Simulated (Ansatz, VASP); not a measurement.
## One calculation of TaN, two programs

The input INCAR:

```
SYSTEM = TaN
PREC     = Accurate       ! precision mode
ENCUT    = 520            ! plane-wave cutoff, eV
EDIFF    = 1E-8           ! SCF threshold, eV
ISMEAR   = -1             ! smearing method
SIGMA    = 0.01           ! smearing width, eV
LREAL    = .False.        ! projectors in reciprocal space
LASPH    = .True.         ! aspherical terms in the spheres
NELM     = 80             ! most SCF steps
ALGO     = Normal         ! electronic algorithm
ISIF     = 2              ! what is computed and relaxed
LWAVE    = .False.        ! write WAVECAR
LCHARG   = .False.        ! write CHGCAR
GGA      = PE             ! functional
LEFG     = .True.       
NBANDS   = 24             ! bands
```

Contents of KPOINTS:

```
regular mesh
0
Gamma
  9 9 5
  0 0 0
```

POSCAR

```
TaN
1.0
    3.0480019786      0.0304800198      0.0304800198
   -1.4976045179      2.6244071343      0.0111564616
    0.0491800000      0.0491800000      4.9180000000
Ta N
2 2
Direct
    0.0000000000      0.0000000000      0.0000000000
    0.0000000000      0.0000000000      0.5000000000
    0.3333333333      0.6666666667      0.2500000000
    0.6666666667      0.3333333333      0.7500000000
```

Input for Ansatz:

```yaml
crystal:
  lattice:
    - [3.0480019786, 0.0304800198, 0.0304800198]
    - [-1.4976045179, 2.6244071343, 0.0111564616]
    - [0.04918, 0.04918, 4.918]
  atoms:
    - { symbol: Ta, position: [0.0, 0.0, 0.0] }
    - { symbol: Ta, position: [0.0, 0.0, 0.5] }
    - { symbol: "N", position: [0.3333333333, 0.6666666667, 0.25] }
    - { symbol: "N", position: [0.6666666667, 0.3333333333, 0.75] }
kpoints:
  mp_grid: { grid: [9, 9, 5] }
scf:
  occupations: { method: fermi_dirac, width: 0.01 }
hamiltonian:
  xc: pbe
  pseudopotentials: { kind: all_electron, datasets: crystal }
output:
  forces: true
  stress: true
  eigenvalues: true
  efg: { contact_densities: true }
```

Change from the starting cell: equal xy, yz and zx shear strains of +2 %, crystal datasets.

Alike in both runs: task electric field gradients; functional PBE; k mesh 9 × 9 × 5; occupations fermi-dirac, width 0.01 eV; no spin polarisation.

```csv
,VASP,Ansatz
version,VASP 6.6.1,Ansatz 0.2.0
potentials or method,"VASP PAW PBE potentials, release 64 (Ta_pv, N), cutoff 520 eV","all-electron PAW with datasets made for the crystal, scalar-relativistic"
```

Ansatz gave:

- pressure (GPa): 59.6
- traceless stress, the component that is largest in VASP (GPa): 56.58
- rms of the force components (eV/Å): 0.160
- size of Vzz on the site where it differs most (V/Å²): 197.8

Q: Estimate VASP's values.

A: Pressure (GPa): 61.5; traceless stress, the component that is largest in VASP (GPa): 57.23; rms of the force components (eV/Å): 0.164; size of Vzz on the site where it differs most (V/Å²): 176.6.

Atom by atom the forces differ by 0.004 eV/Å (rms over components). Both programs put the cell under a high pressure, so it lies far from rest at this level. Ansatz ran all-electron here, and VASP with PAW potentials.

Neither program's run includes spin-orbit coupling. Noted on VASP's run: the cell as given lies far from equilibrium.
